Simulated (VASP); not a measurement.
A run of VASP 6.6.1 is set up as follows.

File INCAR:

```
PREC = Accurate ; ENCUT = 520
EDIFF = 1E-7 ; ISMEAR = 0
SIGMA = 0.02 ; LREAL = False
LASPH = True ; NELM = 80
ALGO = Normal ; ISIF = 2
LWAVE = False ; LCHARG = True
GGA = PE ; LELF = True
LVHAR = True ; NBANDS = 46
```

File KPOINTS:

```
regular mesh
0
Gamma
  12 12 2
```

Contents of POSCAR:

```
Al2InN3
1.0
    3.0153300218      0.0000000000      0.0000000000
   -1.5076650109      2.6113523996      0.0000000000
    0.0000000000      0.0000000000     15.1770760429
Al In N
4 2 6
Direct
    0.3333333333      0.6666666667      0.9228136072
    0.6666666667      0.3333333333      0.4228136072
    0.6666666667      0.3333333333      0.0771863928
    0.3333333333      0.6666666667      0.5771863928
    0.0000000000      0.0000000000      0.2500000000
    0.0000000000      0.0000000000      0.7500000000
    0.0000000000      0.0000000000      0.5000000000
    0.0000000000      0.0000000000      0.0000000000
    0.3333333333      0.6666666667      0.3498936913
    0.6666666667      0.3333333333      0.8498936913
    0.6666666667      0.3333333333      0.6501063087
    0.3333333333      0.6666666667      0.1501063087
```

Potentials or basis: VASP PAW PBE potentials, release 64 (Al, In_d, N).

The run is started by

```sh
$ cat potpaw_PBE.64/Al/POTCAR potpaw_PBE.64/In_d/POTCAR potpaw_PBE.64/N/POTCAR > POTCAR
$ mpirun -np 1 vasp_std > vasp.out
```

Question: Estimate the pressure.

Answer: 0.0 GPa.

Question: What does it give for the largest force?

Answer: 0.030 eV/Å.

Question: Estimate the band gap on the k mesh.

Answer: 1.61 eV, indirect (least direct gap 1.83 eV).

Forces in eV/Å, atoms in the order of the input:
```
Al   0.000  0.000 -0.001
Al   0.000  0.000 -0.001
Al   0.000  0.000  0.001
Al   0.000  0.000  0.001
In   0.000  0.000  0.000
In   0.000  0.000  0.000
N    0.000  0.000  0.000
N    0.000  0.000  0.000
N    0.000  0.000  0.030
N    0.000  0.000  0.030
N    0.000  0.000 -0.030
N    0.000  0.000 -0.030
```

Caveat: spin-orbit coupling is left out, which moves the levels of the heavy elements. A k mesh can miss the band edges.
